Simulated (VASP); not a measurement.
# Cr (P6/mmm) in VASP: notebook, part 2 of 3

VASP 6.6.1.

**3. Single point, r2SCAN (12.05 Å³/atom)**

This run uses another cell than the first one, of 12.05 Å³/atom.

File POSCAR:

```
Cr
1.0
    4.2609846073      0.0000000000      0.0000000000
   -2.1304923037      3.6901209151      0.0000000000
    0.0000000000      0.0000000000      2.2991025282
Cr
3
Direct
    0.0000000000      1.0000000000      0.0000000000
    0.3333333333      0.6666666667      0.5000000000
    0.6666666667      0.3333333333      0.5000000000
```

File INCAR.step1:

```
ALGO = Normal ; EDIFF = 1E-4
ENCUT = 520 ; GGA = PE
ISMEAR = -1 ; LASPH = True
LCHARG = False ; LREAL = False
LWAVE = True ; NBANDS = 25
NELM = 80 ; PREC = Accurate
SIGMA = 0.1
```

File INCAR.step2:

```
ALGO = Normal ; EDIFF = 1E-6
ENCUT = 520 ; ISIF = 2
ISMEAR = -1 ; ISTART = 1
LASPH = True ; LCHARG = False
LMIXTAU = True ; LREAL = False
LWAVE = False ; METAGGA = R2SCAN
NBANDS = 25 ; NELM = 80
PREC = Accurate ; SIGMA = 0.1
```

File KPOINTS:

```
k-points
0
Gamma
  10 10 15
```

Potentials or basis: VASP PAW PBE potentials, release 64 (Cr_pv).

Run with:

```
$ cat potpaw_PBE.64/Cr_pv/POTCAR > POTCAR
$ cp INCAR.step1 INCAR
$ mpirun -np 1 vasp_std > vasp.out
$ cp INCAR.step2 INCAR
$ mpirun -np 1 vasp_std > vasp.out
```

OUTCAR:

```text
EDIFF = 1E-6
   ENCUT = 520
   ISIF = 2
   ISMEAR = -1
   ISTART = 1
   LASPH = True
   LREAL = False
   METAGGA = R2SCAN
   NELM = 80
   PREC = Accurate

 ion  position               nearest neighbor table
   1  0.000  0.000  0.000-   2 2.72   3 2.72   2 2.72   3 2.72   3 2.72   3 2.72   2 2.72   2 2.72
                             3 2.72   3 2.72   2 2.72   2 2.72
   2  0.333  0.667  0.500-   3 2.46   3 2.46   3 2.46   1 2.72   1 2.72   1 2.72   1 2.72   1 2.72
                             1 2.72
   3  0.667  0.333  0.500-   2 2.46   2 2.46   2 2.46   1 2.72   1 2.72   1 2.72   1 2.72   1 2.72
                             1 2.72

  LATTYP: Found a hexagonal cell.
 ALAT       =     4.2609846073
 C/A-ratio  =     0.5395707190

  Lattice vectors:

 A1 = (   4.2609846073,   0.0000000000,   0.0000000000)
 A2 = (  -2.1304923037,   3.6901209151,   0.0000000000)
 A3 = (   0.0000000000,   0.0000000000,   2.2991025282)

Analysis of symmetry for initial positions (statically):
=====================================================================
 Subroutine PRICEL returns:
 Original cell was already a primitive cell.

 Routine SETGRP: Setting up the symmetry group for a
 hexagonal supercell.

 Subroutine GETGRP returns: Found 24 space group operations
 (whereof 24 operations were pure point group operations)
 out of a pool of 24 trial point group operations.

The static configuration has the point symmetry D_6h.

Analysis of symmetry for dynamics (positions and initial velocities):
=====================================================================
 Subroutine PRICEL returns:
 Original cell was already a primitive cell.

 Routine SETGRP: Setting up the symmetry group for a
 hexagonal supercell.

 Subroutine GETGRP returns: Found 24 space group operations
 (whereof 24 operations were pure point group operations)
 out of a pool of 24 trial point group operations.

The dynamic configuration has the point symmetry D_6h.

 Subroutine INISYM returns: Found 24 space group operations
 (whereof 24 operations are pure point group operations),
 and found     1 'primitive' translations

----------------------------------------------------------------------------------------

                                     Primitive cell

  volume of cell :      36.1500

  direct lattice vectors                    reciprocal lattice vectors
     4.260984607  0.000000000  0.000000000     0.234687541  0.135496915  0.000000000
    -2.130492304  3.690120915  0.000000000     0.000000000  0.270993830  0.000000000
     0.000000000  0.000000000  2.299102528     0.000000000  0.000000000  0.434952329

  length of vectors
     4.260984607  4.260984607  2.299102528     0.270993830  0.270993830  0.434952329

  position of ions in fractional coordinates (direct lattice)
     0.000000000  0.000000000  0.000000000
     0.333333333  0.666666667  0.500000000
     0.666666667  0.333333333  0.500000000

  ion indices of the primitive-cell ions
   primitive index   ion index
                 1           1
                 2           2
                 3           3

----------------------------------------------------------------------------------------

 KPOINTS: k-points

Automatic generation of k-mesh.
 Grid dimensions read from file:
 generate k-points for:   10   10   15

 Generating k-lattice:

  Cartesian coordinates                     Fractional coordinates (reciprocal lattice)
     0.023468754  0.013549692  0.000000000     0.100000000  0.000000000  0.000000000
     0.000000000  0.027099383  0.000000000     0.000000000  0.100000000  0.000000000
     0.000000000  0.000000000  0.028996822     0.000000000  0.000000000  0.066666667

  Length of vectors
     0.027099383  0.027099383  0.028996822

  Shift w.r.t. Gamma in fractional coordinates (k-lattice)
     0.000000000  0.000000000  0.000000000

 Subroutine IBZKPT returns following result:
 ===========================================

 Found    112 irreducible k-points:

 Following reciprocal coordinates:
            Coordinates               Weight
  0.000000  0.000000  0.000000      1.000000
  0.100000  0.000000  0.000000      6.000000
  0.200000  0.000000  0.000000      6.000000
  0.300000  0.000000  0.000000      6.000000
  0.400000  0.000000  0.000000      6.000000
  0.500000  0.000000  0.000000      3.000000
[... 16 lines left out ...]
  0.300000  0.100000  0.066667     24.000000
  0.400000  0.100000  0.066667     24.000000
 [... further k-points ...]
   k-points           NKPTS =    112   k-points in BZ     NKDIM =    112   number of bands    NBANDS=     25
   number of dos      NEDOS =    301   number of ions     NIONS =      3
   total plane-waves  NPLWV =  18432
   dimension x,y,z NGX =    32 NGY =   32 NGZ =   18
   dimension x,y,z NGXF=    64 NGYF=   64 NGZF=   36
   ions per type =               3
   NGX,Y,Z   is equivalent  to a cutoff of  12.49, 12.49, 13.02 a.u.
   NGXF,Y,Z  is equivalent  to a cutoff of  24.97, 24.97, 26.03 a.u.
 SYSTEM =  unknown system
   PREC   = accura    normal or accurate (medium, high low for compatibility)
   ISTART =      1    job   : 0-new  1-cont  2-samecut
   ICHARG =      0    charge: 1-file 2-atom 10-const
   ISPIN  =      1    spin polarized calculation?
   LNONCOLLINEAR =      F non collinear calculations
   LSORBIT =      F    spin-orbit coupling
   LASPH  =      T    aspherical Exc in radial PAW
   ENCUT  =  520.0 eV  38.22 Ry    6.18 a.u.   7.92  7.92  4.27*2*pi/ulx,y,z
   NELM   =     80;   NELMIN=  2; NELMDL=  0     # of ELM steps
   EDIFF  = 0.1E-05   stopping-criterion for ELM
   LREAL  =      F    real-space projection
   EDIFFG = 0.1E-04   stopping-criterion for IOM
   NSW    =      0    number of steps for IOM
   IBRION =     -1    ionic relax: 0-MD 1-quasi-New 2-CG
   NFREE  =      0    steps in history (QN), initial steepest desc. (CG)
   ISIF   =      2    stress and relaxation
   ISYM   =      2    0-nonsym 1-usesym 2-fastsym
   POTIM  = 0.5000    time-step for ionic-motion
   TEBEG  =    0.0;   TEEND  =   0.0 temperature during run
   PSTRESS=    0.0 pullay stress
   NELECT =      36.0000    total number of electrons
   NUPDOWN=      -1.0000    fix difference up-down
   EMIN   =  10.00;   EMAX   =-10.00  energy-range for DOS
   EFERMI =   0.00;   METHOD = LEGACY
   ISMEAR =    -1;   SIGMA  =   0.10  broadening in eV -4-tet -1-fermi 0-gaus
   EFERMI_NEDOS =   21; number of points for ismear=-14 and -15
   IALGO  =     38    algorithm
   IMIX   =      4    mixing-type and parameters
     AMIX     =   0.40;   BMIX     =  1.00
     AMIX_MAG =   1.60;   BMIX_MAG =  1.00
  volume/ion in A,a.u.               =      12.05        81.32
  Fermi-wavevector in a.u.,A,eV,Ry     =   1.634830  3.089381 36.363888  2.672670
  Thomas-Fermi vector in A             =   2.726404
   LORBIT       =      0    0 simple, 1 ext, 2 COOP (PROOUT), +10 PAW based schemes
   METAGGA = R2SCAN    functional components
   LHFCALC =     F    Hartree Fock is set to
   AEXX    =    0.0000 exact exchange contribution
   IVDW    =     0    specifies the selected vdW correction
   LEPSILON=     F    determine dielectric tensor
   LRPA    =     F    only Hartree local field effects (RPA)
 non-spin polarized calculation
  energy-cutoff  :      520.00
  volume of cell :       36.15
 maximum number of plane-waves:       986
 NGX is ok and might be reduce to    32
   NGX = 15   NGY = 15   NGZ =  9

 number of electron      35.9999984 magnetization

 Free energy of the ion-electron system (eV)
  ---------------------------------------------------
  ext. energy  EPLUGINS =         0.00000000
  ---------------------------------------------------
  free energy    TOTEN  =       -43.28250120 eV

  energy without entropy =      -43.13260052  energy(sigma->0) =      -43.20755086

 E-fermi :  10.3022     XC(G=0): -14.6609

 val. band max:       10.2978958677   @ k =   0.4000   0.1000   0.4667
 cond. band min:      10.3025711090   @ k =   0.3000   0.2000   0.4667
 fundamental gap:      0.0046752413
 Fermi energy:        10.3022117598

 k-point     1 :       0.0000    0.0000    0.0000
  band No.  band energies     occupation
      1     -34.5130      2.00000
      2     -34.5129      2.00000
      3     -34.4761      2.00000
      4     -34.4760      2.00000
      5     -33.9647      2.00000
      6     -33.9647      2.00000
[... 17 lines left out ...]
     24      13.0904      0.00000
     25      13.0904      0.00000
[... 621 lines left out ...]
      3     -34.3799      2.00000
      4     -34.1999      2.00000
      5     -34.1299      2.00000
      6     -34.0083      2.00000
[... 17 lines left out ...]
     24      12.6407      0.00000
     25      12.7122      0.00000

 [... further k-points ...]
[... 5 lines left out ...]
  --------------------------------------------------------------------------------------
  -------------------------------------------------------------------------------------
  Total       -1.9651847     -1.9651847     -1.7767181      0.0000000      0.0000000      0.0000000
  in kB      -87.0973723    -87.0973723    -78.7444938      0.0000000      0.0000000      0.0000000
  external PRESSURE =     -84.3130795 kB  Pullay stress =       0.0000000 kB

 VOLUME and BASIS-vectors are now :
 -----------------------------------------------------------------------------
  energy-cutoff  :      520.00
  volume of cell :       36.15
      direct lattice vectors                 reciprocal lattice vectors
     4.260984607  0.000000000  0.000000000     0.234687541  0.135496915  0.000000000
    -2.130492304  3.690120915  0.000000000     0.000000000  0.270993830  0.000000000
     0.000000000  0.000000000  2.299102528     0.000000000  0.000000000  0.434952329

 POSITION                                       TOTAL-FORCE (eV/Angst)
 -----------------------------------------------------------------------------------
      0.00000      0.00000      0.00000        -0.000000      0.000000      0.000000
     -0.00000      2.46008      1.14955        -0.000000      0.000000      0.000000
      2.13049      1.23004      1.14955         0.000000      0.000000      0.000000
 -----------------------------------------------------------------------------------
    total drift:                               -0.000000      0.000000      0.000000

  FREE ENERGIE OF THE ION-ELECTRON SYSTEM (eV)
  ---------------------------------------------------
  free  energy   TOTEN  =       -43.2825011951 eV

  energy  without entropy=      -43.1326005181  energy(sigma->0) =      -43.20755086
```

Wall time 2.3 min (1 thread of Intel Xeon 6975P-C (Granite Rapids), shared host); peak memory 0.2 GiB.

Results:

| Property | Result |
| --- | --- |
| Free energy | -43.2825 eV |
| Pressure | -8.4 GPa |
| Band gap on the k mesh | zero (bands 18 and 19 overlap by 0.55 eV) |

Stress tensor (GPa, compression positive):
```
-8.71  0.00  0.00
 0.00 -8.71  0.00
 0.00  0.00 -7.87
```

Levels at points of the mesh, in eV from the Fermi level:
| k point | band 16 | band 17 | band 18 | band 19 | band 20 | band 21 |
| --- | --- | --- | --- | --- | --- | --- |
| (0.00, 0.00, 0.00) | -2.24 | -1.99 | -0.32 | -0.32 | 1.47 | 1.47 |
| (0.50, 0.00, 0.00) | -1.97 | -1.66 | 0.13 | 0.92 | 1.36 | 1.60 |

Caveat: the cell stands under tension; the PAW data sets were made with another functional, which shifts forces and pressure a little; the run has no spin polarisation, though such a crystal can be magnetic. Spin polarisation is off, so any magnetic state and its effect on volume and gap are missing.

**4. Single point, r2SCAN (12.51 Å³/atom)**

This run uses another cell than the first one, of 12.51 Å³/atom.

File POSCAR:

```
Cr
1.0
    4.3149268478      0.0000000000      0.0000000000
   -2.1574634239      3.7368362657      0.0000000000
    0.0000000000      0.0000000000      2.3282081817
Cr
3
Direct
    0.0000000000      1.0000000000      0.0000000000
    0.3333333333      0.6666666667      0.5000000000
    0.6666666667      0.3333333333      0.5000000000
```

File INCAR.step1:

```
SYSTEM = Cr
  PREC = Accurate
  ENCUT = 520
  ISMEAR = -1
  SIGMA = 0.1
  LREAL = .False.
  LASPH = .True.
  NELM = 100
  NBANDS = 25
  GGA = PE
  ALGO = Normal
  EDIFF = 1E-4
  LWAVE = .True.
  LCHARG = .False.
```

File INCAR.step2:

```
SYSTEM = Cr
  PREC = Accurate
  ENCUT = 520
  EDIFF = 1E-7
  ISMEAR = -1
  SIGMA = 0.1
  LREAL = .False.
  LASPH = .True.
  NELM = 100
  ALGO = Normal
  ISIF = 2
  LWAVE = .False.
  LCHARG = .False.
  METAGGA = R2SCAN
  LMIXTAU = .True.
  NBANDS = 25
  ISTART = 1
```

File KPOINTS:

```
Automatic mesh
0
Gamma
  10 10 15
  0 0 0
```

Run with:

```
$ cat potpaw_PBE.64/Cr_pv/POTCAR > POTCAR
$ cp INCAR.step1 INCAR
$ mpirun -np 1 vasp_std > vasp.out
$ cp INCAR.step2 INCAR
$ mpirun -np 1 vasp_std > vasp.out
```

Run time: 2.3 min. Hardware: 1 thread of Intel Xeon 6975P-C (Granite Rapids), shared host; peak memory 0.21 GiB.

Results (log left out):

| Item | Value |
| --- | --- |
| Free energy | -43.1754 eV |
| Pressure | -16.1 GPa |
| Band gap on the k mesh | zero (bands 18 and 19 overlap by 0.51 eV) |

Stress tensor (GPa, compression positive):
```
-16.17   0.00   0.00
  0.00 -16.17   0.00
  0.00   0.00 -15.86
```

Levels at points of the mesh, in eV from the Fermi level:
```
           k point  band 15  band 16  band 17  band 18  band 19  band 20  band 21  band 22
(0.00, 0.00, 0.00)    -2.15    -2.15    -1.91    -0.29    -0.29     1.41     1.41     1.48
(0.50, 0.00, 0.00)    -1.93    -1.89    -1.56     0.07     0.89     1.28     1.54     1.61
```

Caveat: the cell stands under tension; the PAW data sets were made with another functional, which shifts forces and pressure a little; the run has no spin polarisation, though such a crystal can be magnetic. Spin polarisation is off, so any magnetic state and its effect on volume and gap are missing.

(Continued in part 3 of 3.)
